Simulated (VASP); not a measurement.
# CdTe (I-4m2) in VASP: notebook

CdTe is run at these levels: PBEsol; tasks: single point.

Program: VASP 6.6.1. These are calculated values, not measurements. Logs are shortened: lines on timing, memory, paths and dates and some standing lists are left out, and cuts for length are marked.

### Step 1. The cell of the first run

It takes space group I-4m2 (No. 119, tetragonal). Conventional cell: a = 4.612 Å, b = 4.612 Å, c = 6.450 Å, α = 90.00°, β = 90.00°, γ = 90.00°. Within 3.7 Å of Cd (site symmetry -4m2) lie 4 Te at 2.81 Å. Within 3.7 Å of Te (site symmetry -4m2) lie 4 Cd at 2.81 Å.

### Step 2. Single point, PBEsol, non-collinear spin, zero start, spin-orbit coupling (film at in-plane strain +0.005)

Input file INCAR:

```
SYSTEM = CdTe
ALGO = Normal
EDIFF = 1E-7
ENCUT = 520
GGA = PS
GGA_COMPAT = .False.
ISIF = 2
ISMEAR = 0
LASPH = .True.
LCHARG = .False.
LNONCOLLINEAR = .True.
LORBIT = 11
LORBMOM = .True.
LREAL = .False.
LSORBIT = .True.
LWAVE = .False.
MAGMOM = 0 0 0 0 0 0
NBANDS = 30
NELM = 150
PREC = Accurate
SIGMA = 0.01
```

Input file KPOINTS:

```
k-points
0
Gamma
  6 6 6
  0 0 0
```

Input file POSCAR:

```
CdTe
1.0
    3.2609281642      3.2609281642      0.0000000000
   -3.2609281642      3.2609281642      0.0000000000
    0.0000000000      3.2609281642      3.2247560131
Cd Te
1 1
Direct
    0.0000000000      0.0000000000      0.0000000000
    0.7500000000      0.2500000000      0.5000000000
```

Potentials or basis: VASP PAW PBE potentials, release 64 (Cd, Te).

On the command line:

```
cat potpaw_PBE.64/Cd/POTCAR potpaw_PBE.64/Te/POTCAR > POTCAR
mpirun -np 1 vasp_ncl > vasp.out
```

OUTCAR:

```text
SYSTEM = CdTe
   EDIFF = 1E-7
   ENCUT = 520
   GGA = PS
   ISIF = 2
   ISMEAR = 0
   LASPH = .True.
   LNONCOLLINEAR = .True.
   LORBIT = 11
   LREAL = .False.
   LSORBIT = .True.
   NELM = 150
   PREC = Accurate

 ion  position               nearest neighbor table
   1  0.000  0.000  0.000-   2 2.81   2 2.81   2 2.81   2 2.81
   2  0.750  0.250  0.500-   1 2.81   1 2.81   1 2.81   1 2.81

  LATTYP: Found a body centered tetragonal cell.
 ALAT       =     4.6116488357
 C/A-ratio  =     1.3985262660

  Lattice vectors:

 A1 = (   3.2609281642,   0.0000000000,  -3.2247560131)
 A2 = (  -3.2609281642,   0.0000000000,  -3.2247560131)
 A3 = (   0.0000000000,   3.2609281642,   3.2247560131)

Analysis of symmetry for initial positions (statically):
=====================================================================
 Subroutine PRICEL returns:
 Original cell was already a primitive cell.

 Routine SETGRP: Setting up the symmetry group for a
 body centered tetragonal supercell.

 Subroutine GETGRP returns: Found  8 space group operations
 (whereof  8 operations were pure point group operations)
 out of a pool of 16 trial point group operations.

The static configuration has the point symmetry D_2d.

Analysis of symmetry for dynamics (positions and initial velocities):
=====================================================================
 Subroutine PRICEL returns:
 Original cell was already a primitive cell.

 Routine SETGRP: Setting up the symmetry group for a
 body centered tetragonal supercell.

 Subroutine GETGRP returns: Found  8 space group operations
 (whereof  8 operations were pure point group operations)
 out of a pool of 16 trial point group operations.

The dynamic configuration has the point symmetry D_2d.

Analysis of structural, dynamic, and magnetic symmetry:
=====================================================================
 Subroutine PRICEL returns:
 Original cell was already a primitive cell.

 Routine SETGRP: Setting up the symmetry group for a
 body centered tetragonal supercell.

 Subroutine GETGRP returns: Found  8 space group operations
 (whereof  8 operations were pure point group operations)
 out of a pool of 16 trial point group operations.

The overall configuration has the point symmetry D_2d.

 Subroutine INISYM returns: Found  8 space group operations
 (whereof  8 operations are pure point group operations),
 and found     1 'primitive' translations

----------------------------------------------------------------------------------------

                                     Primitive cell

  volume of cell :      68.5819

  direct lattice vectors                    reciprocal lattice vectors
     3.260928164  3.260928164  0.000000000     0.153330578  0.153330578 -0.155050490
    -3.260928164  3.260928164  0.000000000    -0.153330578  0.153330578 -0.155050490
     0.000000000  3.260928164  3.224756013     0.000000000  0.000000000  0.310100980

  length of vectors
     4.611648836  4.611648836  4.586142588     0.266573042  0.266573042  0.310100980

  position of ions in fractional coordinates (direct lattice)
     0.000000000  0.000000000  0.000000000
     0.750000000  0.250000000  0.500000000

  ion indices of the primitive-cell ions
   primitive index   ion index
                 1           1
                 2           2

----------------------------------------------------------------------------------------

 KPOINTS: k-points

Automatic generation of k-mesh.
 Grid dimensions read from file:
 generate k-points for:    6    6    6

 Generating k-lattice:

  Cartesian coordinates                     Fractional coordinates (reciprocal lattice)
     0.025555096  0.025555096 -0.025841748     0.166666667  0.000000000  0.000000000
    -0.025555096  0.025555096 -0.025841748     0.000000000  0.166666667  0.000000000
     0.000000000  0.000000000  0.051683497     0.000000000  0.000000000  0.166666667

  Length of vectors
[... 94 lines left out ...]

 number of electron      17.9999999 magnetization      -0.0000000     -0.0000000     -0.0000000

 number of electron      17.9999999 magnetization       0.0000000     -0.0000000     -0.0000000

 number of electron      17.9999999 magnetization      -0.0000000      0.0000000      0.0000000

 Free energy of the ion-electron system (eV)
  ---------------------------------------------------
  ext. energy  EPLUGINS =         0.00000000
  ---------------------------------------------------
  free energy    TOTEN  =        -5.61055645 eV

  energy without entropy =       -5.61055645  energy(sigma->0) =       -5.61055645

 E-fermi :   2.4689     XC(G=0):  -8.7458

 val. band max:        2.4288441104   @ k =   0.0000   0.0000   0.0000
 cond. band min:       2.7845653748   @ k =   0.0000   0.0000   0.0000
 fundamental gap:      0.3557212644
 Fermi energy:         2.4688515544

 k-point     1 :       0.0000    0.0000    0.0000
  band No.  band energies     occupation
      1      -9.0157      1.00000
      2      -9.0157      1.00000
      3      -6.3996      1.00000
      4      -6.3996      1.00000
      5      -6.3988      1.00000
      6      -6.3988      1.00000
[... 781 lines left out ...]
     29      12.0344      0.00000
     30      12.0890      0.00000

 [... further k-points ...]
[... 5 lines left out ...]
  --------------------------------------------------------------------------------------
  -------------------------------------------------------------------------------------
  Total       -0.0037778     -0.0037778      0.0757756      0.0000000      0.0000000     -0.0000000
  in kB       -0.0882550     -0.0882550      1.7702349      0.0000000      0.0000000     -0.0000000
  external PRESSURE =       0.5312416 kB  Pullay stress =       0.0000000 kB

 VOLUME and BASIS-vectors are now :
 -----------------------------------------------------------------------------
  energy-cutoff  :      520.00
  volume of cell :       68.58
      direct lattice vectors                 reciprocal lattice vectors
     3.260928164  3.260928164  0.000000000     0.153330578  0.153330578 -0.155050490
    -3.260928164  3.260928164  0.000000000    -0.153330578  0.153330578 -0.155050490
     0.000000000  3.260928164  3.224756013     0.000000000  0.000000000  0.310100980

 POSITION                                       TOTAL-FORCE (eV/Angst)
 -----------------------------------------------------------------------------------
      0.00000      0.00000      0.00000        -0.000000      0.000000      0.000000
      1.63046      4.89139      1.61238         0.000000     -0.000000      0.000000
 -----------------------------------------------------------------------------------
    total drift:                                0.000000     -0.000000      0.000000

  FREE ENERGIE OF THE ION-ELECTRON SYSTEM (eV)
  ---------------------------------------------------
  free  energy   TOTEN  =        -5.6105564518 eV

  energy  without entropy=       -5.6105564518  energy(sigma->0) =       -5.61055645

 orbital moment (x)

 # of ion     p       d       tot
 ----------------------------------------
  1         0.000   0.000   0.000
  2         0.000  -0.000   0.000
 ----------------------------------------
            0.000   0.000   0.000

 orbital moment (y)

 # of ion     p       d       tot
 ----------------------------------------
  1         0.000   0.000   0.000
  2         0.000  -0.000  -0.000
 ----------------------------------------
            0.000   0.000   0.000

 orbital moment (z)

 # of ion     p       d       tot
 ----------------------------------------
  1         0.000   0.000   0.000
  2         0.000   0.000   0.000
 ----------------------------------------
            0.000   0.000   0.000

 Spin-Orbit-Coupling matrix elements

 Ion:    1  E_soc:     -0.0611094
 l=   1
     0.0000000    -0.0031821    -0.0031814
    -0.0031821     0.0000000    -0.0031821
    -0.0031814    -0.0031821     0.0000000
 l=   2
     0.0000000    -0.0014061     0.0000000    -0.0014061    -0.0055964
    -0.0014061     0.0000000    -0.0041974    -0.0014063    -0.0013998
     0.0000000    -0.0041974     0.0000000    -0.0041974     0.0000000
    -0.0014061    -0.0014063    -0.0041974     0.0000000    -0.0013998
    -0.0055964    -0.0013998     0.0000000    -0.0013998     0.0000000
 l=   3
     0.0000000     0.0000000     0.0000000     0.0000000     0.0000000     0.0000000     0.0000000
     0.0000000     0.0000000     0.0000000     0.0000000     0.0000000     0.0000000     0.0000000
     0.0000000     0.0000000     0.0000000     0.0000000     0.0000000     0.0000000     0.0000000
     0.0000000     0.0000000     0.0000000     0.0000000     0.0000000     0.0000000     0.0000000
     0.0000000     0.0000000     0.0000000     0.0000000     0.0000000     0.0000000     0.0000000
     0.0000000     0.0000000     0.0000000     0.0000000     0.0000000     0.0000000     0.0000000
     0.0000000     0.0000000     0.0000000     0.0000000     0.0000000     0.0000000     0.0000000

 Ion:    2  E_soc:     -0.1959874
 l=   1
     0.0000000    -0.0326173    -0.0325361
    -0.0326173     0.0000000    -0.0326173
    -0.0325361    -0.0326173     0.0000000
 l=   2
     0.0000000    -0.0000302     0.0000000    -0.0000302    -0.0000441
    -0.0000302     0.0000000    -0.0000330    -0.0000300    -0.0000112
     0.0000000    -0.0000330     0.0000000    -0.0000330     0.0000000
    -0.0000302    -0.0000300    -0.0000330     0.0000000    -0.0000112
    -0.0000441    -0.0000112     0.0000000    -0.0000112     0.0000000
 l=   3
     0.0000000     0.0000000     0.0000000     0.0000000     0.0000000     0.0000000     0.0000000
     0.0000000     0.0000000     0.0000000     0.0000000     0.0000000     0.0000000     0.0000000
     0.0000000     0.0000000     0.0000000     0.0000000     0.0000000     0.0000000     0.0000000
     0.0000000     0.0000000     0.0000000     0.0000000     0.0000000     0.0000000     0.0000000
     0.0000000     0.0000000     0.0000000     0.0000000     0.0000000     0.0000000     0.0000000
     0.0000000     0.0000000     0.0000000     0.0000000     0.0000000     0.0000000     0.0000000
     0.0000000     0.0000000     0.0000000     0.0000000     0.0000000     0.0000000     0.0000000

 total charge

# of ion       s       p       d       tot
------------------------------------------
    1        0.473   0.316   9.527  10.316
    2        1.352   2.044   0.021   3.417
--------------------------------------------------
tot          1.825   2.360   9.549  13.733

 magnetization (x)

# of ion       s       p       d       tot
------------------------------------------
    1        0.000   0.000   0.000   0.000
    2       -0.000   0.000   0.000  -0.000
--------------------------------------------------
tot         -0.000   0.000   0.000  -0.000

 magnetization (y)

# of ion       s       p       d       tot
------------------------------------------
    1        0.000   0.000   0.000   0.000
    2        0.000   0.000   0.000   0.000
--------------------------------------------------
tot          0.000   0.000   0.000   0.000

 magnetization (z)

# of ion       s       p       d       tot
------------------------------------------
    1       -0.000   0.000   0.000  -0.000
    2       -0.000  -0.000  -0.000  -0.000
--------------------------------------------------
tot         -0.000  -0.000  -0.000  -0.000
```

Wall time 6 min (1 thread of Intel Xeon 8259CL, shared host); peak memory 0.45 GiB.

Results:

```yaml
Free_energy: -5.6106 eV
Pressure: 0.1 GPa
Net_moment: 0.00 μB per cell
Valence_electrons_inside_the_program's_atomic_spheres: Cd 10.32; Te 3.42
```

Stress tensor (GPa, compression positive):
```
-0.01  0.00  0.00
 0.00 -0.01  0.00
 0.00  0.00  0.18
```

Moments on the atoms (μB; x, y, z):
```
Cd  0.00 0.00 0.00
Te  0.00 0.00 0.00
```

Caveat: the cell differs from its parent crystal (film at in-plane strain +0.005); the PAW data sets were made with another functional, which shifts forces and pressure a little.

### Step 3. Single point, PBEsol, non-collinear spin, zero start, spin-orbit coupling (film at in-plane strain +0.01)

Input file INCAR:

```
SYSTEM = CdTe
ALGO     = Normal         ! electronic algorithm
EDIFF    = 1E-6           ! SCF threshold, eV
ENCUT    = 520            ! plane-wave cutoff, eV
GGA      = PS             ! functional
GGA_COMPAT= .FALSE.      
ISIF     = 2              ! what is computed and relaxed
ISMEAR   = 0              ! smearing method
LASPH    = .TRUE.         ! aspherical terms in the spheres
LCHARG   = .TRUE.         ! write CHGCAR
LORBIT   = 11             ! projections on sites
LORBMOM  = .TRUE.       
LREAL    = .FALSE.        ! projectors in reciprocal space
LSORBIT  = .TRUE.         ! spin-orbit coupling
LVHAR    = .TRUE.       
LWAVE    = .FALSE.        ! write WAVECAR
MAGMOM   = 0 0 0 0 0 0    ! initial moments
NBANDS   = 30             ! bands
NELM     = 150            ! most SCF steps
PREC     = Accurate       ! precision mode
SIGMA    = 0.01           ! smearing width, eV
```

Input file KPOINTS:

```
k-points
0
G
  6 6 6
  0 0 0
```

Input file POSCAR:

```
CdTe
1.0
    3.2771516875      3.2771516875      0.0000000000
   -3.2771516875      3.2771516875      0.0000000000
    0.0000000000      3.2771516875      3.2043853602
Cd Te
1 1
Direct
    0.0000000000      0.0000000000      0.0000000000
    0.7500000000      0.2500000000      0.5000000000
```

Potentials or basis: VASP PAW PBE potentials, release 64 (Cd, Te).

On the command line:

```
cat potpaw_PBE.64/Cd/POTCAR potpaw_PBE.64/Te/POTCAR > POTCAR
mpirun -np 1 vasp_ncl > vasp.out
```

OUTCAR:

```text
SYSTEM = CdTe
   EDIFF = 1E-6
   ENCUT = 520
   GGA = PS
   ISIF = 2
   ISMEAR = 0
   LASPH = .TRUE.
   LORBIT = 11
   LREAL = .FALSE.
   LSORBIT = .TRUE.
   NELM = 150
   PREC = Accurate

 ion  position               nearest neighbor table
   1  0.000  0.000  0.000-   2 2.82   2 2.82   2 2.82   2 2.82
   2  0.750  0.250  0.500-   1 2.82   1 2.82   1 2.82   1 2.82

  LATTYP: Found a body centered tetragonal cell.
 ALAT       =     4.6345923624
 C/A-ratio  =     1.3828121697

  Lattice vectors:

 A1 = (   3.2771516875,   0.0000000000,  -3.2043853602)
 A2 = (  -3.2771516875,   0.0000000000,  -3.2043853602)
 A3 = (   0.0000000000,   3.2771516875,   3.2043853602)

Analysis of symmetry for initial positions (statically):
[... 1086 lines left out ...]
 l=   3
     0.0000000     0.0000000     0.0000000     0.0000000     0.0000000     0.0000000     0.0000000
     0.0000000     0.0000000     0.0000000     0.0000000     0.0000000     0.0000000     0.0000000
     0.0000000     0.0000000     0.0000000     0.0000000     0.0000000     0.0000000     0.0000000
     0.0000000     0.0000000     0.0000000     0.0000000     0.0000000     0.0000000     0.0000000
     0.0000000     0.0000000     0.0000000     0.0000000     0.0000000     0.0000000     0.0000000
     0.0000000     0.0000000     0.0000000     0.0000000     0.0000000     0.0000000     0.0000000
     0.0000000     0.0000000     0.0000000     0.0000000     0.0000000     0.0000000     0.0000000

 total charge

# of ion       s       p       d       tot
------------------------------------------
    1        0.472   0.314   9.528  10.313
    2        1.352   2.042   0.021   3.415
--------------------------------------------------
tot          1.824   2.356   9.548  13.728

 magnetization (x)

# of ion       s       p       d       tot
------------------------------------------
    1       -0.000  -0.000  -0.000  -0.000
    2       -0.000   0.000   0.000  -0.000
--------------------------------------------------
tot         -0.000  -0.000  -0.000  -0.000

 magnetization (y)

# of ion       s       p       d       tot
------------------------------------------
    1        0.000   0.000   0.000   0.000
    2        0.000   0.000   0.000   0.000
--------------------------------------------------
tot          0.000   0.000   0.000   0.000

 magnetization (z)

# of ion       s       p       d       tot
------------------------------------------
    1        0.000   0.000  -0.000   0.000
    2        0.000  -0.000  -0.000  -0.000
--------------------------------------------------
tot          0.000  -0.000  -0.000   0.000
```

Run time: 5.7 min. Hardware: 1 thread of Intel Xeon 8259CL, shared host; peak memory 0.45 GiB.

What came out:

```
Free energy                                           : -5.6096 eV
Pressure                                              : -0.1 GPa
Net moment                                            : 0.00 μB per cell
Valence electrons inside the program's atomic spheres : Cd 10.31; Te 3.42
```

Stress tensor (GPa, compression positive):
```
-0.22  0.00  0.00
 0.00 -0.22  0.00
 0.00  0.00  0.15
```

Moments on the atoms (μB; x, y, z):
```
Cd  0.00 0.00 0.00
Te  0.00 0.00 0.00
```

Caveat: the cell differs from its parent crystal (film at in-plane strain +0.01); the PAW data sets were made with another functional, which shifts forces and pressure a little.
